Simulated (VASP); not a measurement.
Input of a VASP 6.6.1 run:

File POSCAR:

```
AlP
1.0
    0.0000000000      2.7255000000      2.7255000000
    2.7255000000      0.0000000000      2.7255000000
    2.7255000000      2.7255000000      0.0000000000
Al P
1 1
Direct
    0.0000000000      0.0000000000      0.0000000000
    0.2500000000      0.2500000000      0.2500000000
```

INCAR.step1

```
SYSTEM = AlP
  PREC = Accurate
  ENCUT = 500
  EDIFF = 1E-8
  ISMEAR = 0
  SIGMA = 0.01
  LREAL = .False.
  LASPH = .True.
  NELM = 80
  ALGO = Normal
  LWAVE = .True.
  LCHARG = .False.
  GGA = PS
```

File INCAR.step2:

```
SYSTEM = AlP
  PREC = Accurate
  ENCUT = 500
  EDIFF = 1E-8
  ISMEAR = 0
  SIGMA = 0.01
  LREAL = .False.
  LASPH = .True.
  NELM = 1
  ALGO = Exact
  LWAVE = .True.
  LCHARG = .False.
  GGA = PS
  NBANDS = 48
  LOPTICS = .True.
  ISTART = 1
```

Contents of INCAR.step3:

```
SYSTEM = AlP
  PREC = Accurate
  ENCUT = 500
  EDIFF = 1E-8
  ISMEAR = 0
  SIGMA = 0.01
  LREAL = .False.
  LASPH = .True.
  ALGO = EVGW0
  LWAVE = .False.
  LCHARG = .False.
  GGA = PS
  NELMGW = 1
  NBANDS = 48
  ENCUTGW = 80.0
  NOMEGA = 48
  PRECFOCK = Fast
  ISTART = 1
  NBANDSGW = 12
```

File KPOINTS:

```
regular mesh
0
Gamma
  4 4 4
  0 0 0
```

Potentials or basis: VASP PAW PBE potentials, release 64 (Al_GW, P_GW).

The run is started by

```sh
$ cat potpaw_PBE.64/Al_GW/POTCAR potpaw_PBE.64/P_GW/POTCAR > POTCAR
$ cp INCAR.step1 INCAR
$ mpirun -np 1 vasp_std > vasp.out
$ cp INCAR.step2 INCAR
$ mpirun -np 1 vasp_std > vasp.out
$ cp INCAR.step3 INCAR
$ mpirun -np 1 vasp_std > vasp.out
```

Q: Predict the quasiparticle gap.

A: 2.06 eV.

Q: Predict the least direct quasiparticle gap.

A: 4.15 eV.

Q: What does it give for the band gap on the k mesh, mean-field level?

A: 1.40 eV, indirect (least direct gap 3.23 eV).

Caveat: the k points lie up to 0.50 Å⁻¹ apart; bands, screening cutoff and mesh are small and nothing is extrapolated, so the quasiparticle values aren't converged. A k mesh can miss the band edges.
